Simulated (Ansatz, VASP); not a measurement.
## Two plane-wave programs on Cd2HgTe3

```xyz
6
Lattice="4.3364 0.0000 0.0000 -2.1682 3.7554 0.0000 0.0000 0.0000 10.6420" Properties=species:S:1:pos:R:3 pbc="T T T"
Cd    0.0000    2.5036    7.0949
Cd    2.1682    1.2518    3.5471
Hg    0.0000    0.0000    0.0000
Te    0.0000    0.0000    5.3210
Te    0.0000    2.5036    1.8158
Te    2.1682    1.2518    8.8262
```

Alike in both runs: functional PBE; k mesh 12 × 12 × 4; occupations gaussian, width 0.1 eV; no spin polarisation.

Ansatz relaxed the structure, and its values are those at the end. VASP's run is a single point on that final structure, the one shown.

```csv
,VASP,Ansatz
version,VASP 6.6.1,Ansatz 0.2.0
potentials or method,"VASP PAW PBE potentials, release 64 (Cd, Hg, Te), cutoff 520 eV","scalar-relativistic, plane waves, PAW"
valence electrons in the cell,54,108
```

```tsv
	VASP	Ansatz	Ansatz less VASP
gap on the k mesh at the Fermi level (eV)	none	none	-
pressure (GPa)	0.1	0.0	-0.14
```

A gap of «none» marks a metal or a gap that the smearing closes. VASP's potentials hold 54 valence electrons a cell and Ansatz's 108, so a difference there can come from the potentials and not from the codes.

Neither program's run includes spin-orbit coupling.
